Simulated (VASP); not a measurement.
# C in VASP: single point with PBE

Aim: the single point of C with PBE.

Everything below comes from runs of VASP 6.6.1. Logs are shortened: lines on timing, memory, paths and dates and some standing lists are left out, and cuts for length are marked.

### 1 The cell of the first run

The cell holds a slab with vacuum, 8 atoms: a = 2.456 Å, b = 2.456 Å, c = 45.536 Å, α = 90.00°, β = 90.00°, γ = 120.00°.

### 2 Single point, PBE

Contents of INCAR:

```
  PREC = Accurate
  ENCUT = 520
  EDIFF = 1E-7
  ISMEAR = 0
  SIGMA = 0.1
  LREAL = False
  LASPH = True
  NELM = 100
  ALGO = Normal
  ISIF = 2
  LWAVE = False
  LCHARG = False
  LDIPOL = True
  IDIPOL = 3
  DIPOL = 0.5 0.5 0.500
  GGA = PE
  NBANDS = 26
```

Contents of KPOINTS:

```
Automatic mesh
0
Gamma
  12 12 1
```

Contents of POSCAR:

```
C
1.0
    2.4562275093     -0.0000000029      0.0000000000
   -1.2281137522      2.1271554220      0.0000000000
    0.0000000000      0.0000000000     45.5356631845
C
8
Direct
    0.0000000000      0.0000000000      0.1976508206
    0.3333333333      0.6666666667      0.1976472806
    0.0000000000      0.0000000000      0.2723478905
    0.6666666667      0.3333333333      0.2723514305
    0.0000000000      0.0000000000      0.7195771730
    0.3333333333      0.6666666667      0.7195765932
    0.0000000000      0.0000000000      0.8104375207
    0.6666666667      0.3333333333      0.8104380986
```

Potentials or basis: VASP PAW PBE potentials, release 64 (C).

Launch:

```bash
$ cat potpaw_PBE.64/C/POTCAR > POTCAR
$ mpirun -np 1 vasp_std > vasp.out
```

OUTCAR:

```text
PREC = Accurate
   ENCUT = 520
   EDIFF = 1E-7
   ISMEAR = 0
   LREAL = False
   LASPH = True
   NELM = 100
   ISIF = 2
   GGA = PE

 ion  position               nearest neighbor table
   1  0.000  0.000  0.198-   2 1.42   2 1.42   2 1.42
   2  0.333  0.667  0.198-   1 1.42   1 1.42   1 1.42
   3  0.000  0.000  0.272-   4 1.42   4 1.42   4 1.42
   4  0.667  0.333  0.272-   3 1.42   3 1.42   3 1.42
   5  0.000  0.000  0.720-   6 1.42   6 1.42   6 1.42
   6  0.333  0.667  0.720-   5 1.42   5 1.42   5 1.42
   7  0.000  0.000  0.810-   8 1.42   8 1.42   8 1.42
   8  0.667  0.333  0.810-   7 1.42   7 1.42   7 1.42

  LATTYP: Found a hexagonal cell.
 ALAT       =     2.4562275093
 C/A-ratio  =    18.5388621421

  Lattice vectors:

 A1 = (   2.4562275093,  -0.0000000029,   0.0000000000)
 A2 = (  -1.2281137522,   2.1271554220,   0.0000000000)
 A3 = (   0.0000000000,   0.0000000000,  45.5356631845)

Analysis of symmetry for initial positions (statically):
=====================================================================
 Subroutine PRICEL returns:
 Original cell was already a primitive cell.

 Routine SETGRP: Setting up the symmetry group for a
 hexagonal supercell.

 Subroutine GETGRP returns: Found  6 space group operations
 (whereof  6 operations were pure point group operations)
 out of a pool of 24 trial point group operations.

The static configuration has the point symmetry C_3v.

Analysis of symmetry for dynamics (positions and initial velocities):
=====================================================================
 Subroutine PRICEL returns:
 Original cell was already a primitive cell.

 Routine SETGRP: Setting up the symmetry group for a
 hexagonal supercell.

 Subroutine GETGRP returns: Found  6 space group operations
 (whereof  6 operations were pure point group operations)
 out of a pool of 24 trial point group operations.

The dynamic configuration has the point symmetry C_3v.

 Subroutine INISYM returns: Found  6 space group operations
 (whereof  6 operations are pure point group operations),
 and found     1 'primitive' translations

----------------------------------------------------------------------------------------

                                     Primitive cell

  volume of cell :     237.9137

  direct lattice vectors                    reciprocal lattice vectors
     2.456227509 -0.000000003  0.000000000     0.407128410  0.235055697  0.000000000
    -1.228113752  2.127155422  0.000000000     0.000000001  0.470111394  0.000000000
     0.000000000  0.000000000 45.535663185     0.000000000  0.000000000  0.021960809

  length of vectors
     2.456227509  2.456227509 45.535663185     0.470111394  0.470111394  0.021960809

  position of ions in fractional coordinates (direct lattice)
     0.000000000  0.000000000  0.197650821
     0.333333333  0.666666667  0.197647281
     0.000000000  0.000000000  0.272347891
     0.666666667  0.333333333  0.272351431
     0.000000000  0.000000000  0.719577173
     0.333333333  0.666666667  0.719576593
     0.000000000  0.000000000  0.810437521
     0.666666667  0.333333333  0.810438099

  ion indices of the primitive-cell ions
   primitive index   ion index
                 1           1
                 2           2
                 3           3
                 4           4
                 5           5
                 6           6
                 7           7
                 8           8

----------------------------------------------------------------------------------------

 KPOINTS: Automatic mesh

Automatic generation of k-mesh.
 Grid dimensions read from file:
 generate k-points for:   12   12    1

 Generating k-lattice:

  Cartesian coordinates                     Fractional coordinates (reciprocal lattice)
     0.033927368  0.019587975  0.000000000     0.083333333  0.000000000  0.000000000
     0.000000000  0.039175949  0.000000000     0.000000000  0.083333333  0.000000000
     0.000000000  0.000000000  0.021960809     0.000000000  0.000000000  1.000000000

  Length of vectors
     0.039175950  0.039175949  0.021960809

  Shift w.r.t. Gamma in fractional coordinates (k-lattice)
     0.000000000  0.000000000  0.000000000

 Subroutine IBZKPT returns following result:
 ===========================================

 Found     19 irreducible k-points:

 Following reciprocal coordinates:
            Coordinates               Weight
  0.000000  0.000000  0.000000      1.000000
  0.083333 -0.000000  0.000000      6.000000
  0.166667 -0.000000  0.000000      6.000000
  0.250000 -0.000000  0.000000      6.000000
  0.333333 -0.000000  0.000000      6.000000
  0.416667 -0.000000  0.000000      6.000000
[... 11 lines left out ...]
  0.333333  0.250000  0.000000     12.000000
  0.333333  0.333333  0.000000      2.000000
   k-points           NKPTS =     19   k-points in BZ     NKDIM =     19   number of bands    NBANDS=     26
   number of dos      NEDOS =    301   number of ions     NIONS =      8
   total plane-waves  NPLWV = 113400
   dimension x,y,z NGX =    18 NGY =   18 NGZ =  350
   dimension x,y,z NGXF=    36 NGYF=   36 NGZF=  700
   ions per type =               8
   NGX,Y,Z   is equivalent  to a cutoff of  12.18, 12.18, 12.78 a.u.
   NGXF,Y,Z  is equivalent  to a cutoff of  24.37, 24.37, 25.56 a.u.
 SYSTEM =  unknown system
   PREC   = accura    normal or accurate (medium, high low for compatibility)
   ISTART =      0    job   : 0-new  1-cont  2-samecut
   ICHARG =      2    charge: 1-file 2-atom 10-const
   ISPIN  =      1    spin polarized calculation?
   LNONCOLLINEAR =      F non collinear calculations
   LSORBIT =      F    spin-orbit coupling
   LASPH  =      T    aspherical Exc in radial PAW
   ENCUT  =  520.0 eV  38.22 Ry    6.18 a.u.   4.57  4.57 84.67*2*pi/ulx,y,z
   NELM   =    100;   NELMIN=  2; NELMDL= -5     # of ELM steps
   EDIFF  = 0.1E-06   stopping-criterion for ELM
   LREAL  =      F    real-space projection
   EDIFFG = 0.1E-05   stopping-criterion for IOM
   NSW    =      0    number of steps for IOM
   IBRION =     -1    ionic relax: 0-MD 1-quasi-New 2-CG
   NFREE  =      0    steps in history (QN), initial steepest desc. (CG)
   ISIF   =      2    stress and relaxation
   ISYM   =      2    0-nonsym 1-usesym 2-fastsym
   POTIM  = 0.5000    time-step for ionic-motion
   TEBEG  =    0.0;   TEEND  =   0.0 temperature during run
   PSTRESS=    0.0 pullay stress
   NELECT =      32.0000    total number of electrons
   NUPDOWN=      -1.0000    fix difference up-down
   EMIN   =  10.00;   EMAX   =-10.00  energy-range for DOS
   EFERMI =   0.00;   METHOD = LEGACY
   ISMEAR =     0;   SIGMA  =   0.10  broadening in eV -4-tet -1-fermi 0-gaus
   EFERMI_NEDOS =   21; number of points for ismear=-14 and -15
   IALGO  =     38    algorithm
   IMIX   =      4    mixing-type and parameters
     AMIX     =   0.40;   BMIX     =  1.00
     AMIX_MAG =   1.60;   BMIX_MAG =  1.00
  volume/ion in A,a.u.               =      29.74       200.69
  Fermi-wavevector in a.u.,A,eV,Ry     =   0.838787  1.585077  9.572563  0.703564
  Thomas-Fermi vector in A             =   1.952899
   LORBIT       =      0    0 simple, 1 ext, 2 COOP (PROOUT), +10 PAW based schemes
   GGA     = PE    functional components
   LHFCALC =     F    Hartree Fock is set to
   AEXX    =    0.0000 exact exchange contribution
   IVDW    =     0    specifies the selected vdW correction
   LEPSILON=     F    determine dielectric tensor
   LRPA    =     F    only Hartree local field effects (RPA)
 non-spin polarized calculation
 Gauss-broadening in eV      SIGMA  =   0.10
  energy-cutoff  :      520.00
  volume of cell :      237.91
 maximum number of plane-waves:      6490
   NGX =  9   NGY =  9   NGZ =169

 dipolmoment           0.000000      0.000000      0.000943 electrons x Angstroem

 number of electron      31.9999992 magnetization

 dipolmoment           0.000000      0.000000     -0.000827 electrons x Angstroem

 Free energy of the ion-electron system (eV)
  ---------------------------------------------------
  ext. energy  EPLUGINS =         0.00000000
  ---------------------------------------------------
  free energy    TOTEN  =       -73.75585286 eV

  energy without entropy =      -73.75192266  energy(sigma->0) =      -73.75388776

 E-fermi :  -1.5758     XC(G=0):  -3.4807

 val. band max:       -1.5759557841   @ k =   0.3333   0.3333   0.0000
 cond. band min:      -1.5757595158   @ k =   0.3333   0.3333   0.0000
 fundamental gap:      0.0001962683
 Fermi energy:        -1.5758388935

 k-point     1 :       0.0000    0.0000    0.0000
  band No.  band energies     occupation
      1     -21.2473      2.00000
      2     -21.2043      2.00000
      3     -21.1804      2.00000
      4     -21.1129      2.00000
      5      -9.7042      2.00000
      6      -9.4174      2.00000
[... 18 lines left out ...]
     25       3.8308      0.00000
     26       4.3804      0.00000

 k-point     2 :       0.0833   -0.0000    0.0000
  band No.  band energies     occupation
      1     -21.0813      2.00000
      2     -21.0389      2.00000
      3     -21.0154      2.00000
      4     -20.9483      2.00000
      5      -9.5039      2.00000
      6      -9.2185      2.00000
[... 18 lines left out ...]
     25       4.0542      0.00000
     26       4.6035      0.00000

 k-point     3 :       0.1667   -0.0000    0.0000
  band No.  band energies     occupation
      1     -20.5853      2.00000
      2     -20.5447      2.00000
      3     -20.5220      2.00000
      4     -20.4564      2.00000
      5      -8.9078      2.00000
      6      -8.6270      2.00000
[... 427 lines left out ...]
 k-point    18 :       0.3333    0.2500    0.0000
  band No.  band energies     occupation
      1     -15.4667      2.00000
      2     -15.4465      2.00000
      3     -15.4337      2.00000
      4     -15.3864      2.00000
      5     -13.5852      2.00000
      6     -13.5762      2.00000
[... 18 lines left out ...]
     25       9.6563      0.00000
     26       9.7769      0.00000

 k-point    19 :       0.3333    0.3333    0.0000
  band No.  band energies     occupation
      1     -14.2389      2.00000
      2     -14.2162      2.00000
      3     -14.2096      2.00000
      4     -14.2095      2.00000
      5     -14.2034      2.00000
      6     -14.1950      2.00000
[... 18 lines left out ...]
     25      11.0355      0.00000
     26      11.1241      0.00000

------------------------ aborting loop because EDIFF is reached ----------------------------------------

 vacuum level on the upper side and lower side of the slab       (xc-potential included)        -0.104        -0.074

  FORCE on cell =-STRESS in cart. coord.  units (eV):
  Direction    XX          YY          ZZ          XY          YZ          ZX
  --------------------------------------------------------------------------------------
  -------------------------------------------------------------------------------------
  Total        2.6064471      2.6064471      0.2722178     -0.0000000     -0.0000000     -0.0000000
  in kB       17.5525420     17.5525420      1.8331904     -0.0000000     -0.0000000     -0.0000000
  external PRESSURE =      12.3127581 kB  Pullay stress =       0.0000000 kB

 VOLUME and BASIS-vectors are now :
 -----------------------------------------------------------------------------
  energy-cutoff  :      520.00
  volume of cell :      237.91
      direct lattice vectors                 reciprocal lattice vectors
     2.456227509 -0.000000003  0.000000000     0.407128410  0.235055697  0.000000000
    -1.228113752  2.127155422  0.000000000     0.000000001  0.470111394  0.000000000
     0.000000000  0.000000000 45.535663185     0.000000000  0.000000000  0.021960809

 POSITION                                       TOTAL-FORCE (eV/Angst)
 -----------------------------------------------------------------------------------
      0.00000      0.00000      9.00016        -0.000000      0.000000     -0.035864
      0.00000      1.41810      9.00000        -0.000000      0.000000     -0.054148
      0.00000      0.00000     12.40154         0.000000      0.000000      0.035857
      1.22811      0.70905     12.40170         0.000000     -0.000000      0.054143
      0.00000      0.00000     32.76642         0.000000      0.000000      0.000746
      0.00000      1.41810     32.76640         0.000000     -0.000000     -0.002811
      0.00000      0.00000     36.90381        -0.000000     -0.000000     -0.000742
      1.22811      0.70905     36.90384        -0.000000      0.000000      0.002819
 -----------------------------------------------------------------------------------
    total drift:                               -0.000000      0.000000      0.000009

  FREE ENERGIE OF THE ION-ELECTRON SYSTEM (eV)
  ---------------------------------------------------
  free  energy   TOTEN  =       -73.7558528600 eV

  energy  without entropy=      -73.7519226554  energy(sigma->0) =      -73.75388776

 vacuum level on the upper side and lower side of the slab         2.551         2.581
```

Wall time 4.4 min (1 thread of AMD EPYC 7R13 (Zen 3), shared host); peak memory 0.31 GiB.

What came out:

| Quantity | Value |
| --- | --- |
| Free energy | -73.7559 eV |
| Largest force | 0.054 eV/Å |
| Band gap on the k mesh | zero (filled and empty bands touch) |

Forces in eV/Å, atoms in the order of the input:
```
C    0.000  0.000 -0.036
C    0.000  0.000 -0.054
C    0.000  0.000  0.036
C    0.000  0.000  0.054
C    0.000  0.000  0.001
C    0.000  0.000 -0.003
C    0.000  0.000 -0.001
C    0.000  0.000  0.003
```

Levels at points of the mesh, in eV from the Fermi level:
```tsv
k point	band 12	band 13	band 14	band 15	band 16	band 17	band 18	band 19	band 20	band 21
(0.00, 0.00, 0.00)	-3.04	-3.03	-3.03	-3.02	-3.02	3.20	3.39	3.67	3.76	4.34
(0.50, 0.00, 0.00)	-6.43	-2.56	-2.43	-2.34	-2.23	1.55	1.62	1.75	1.88	7.41
```
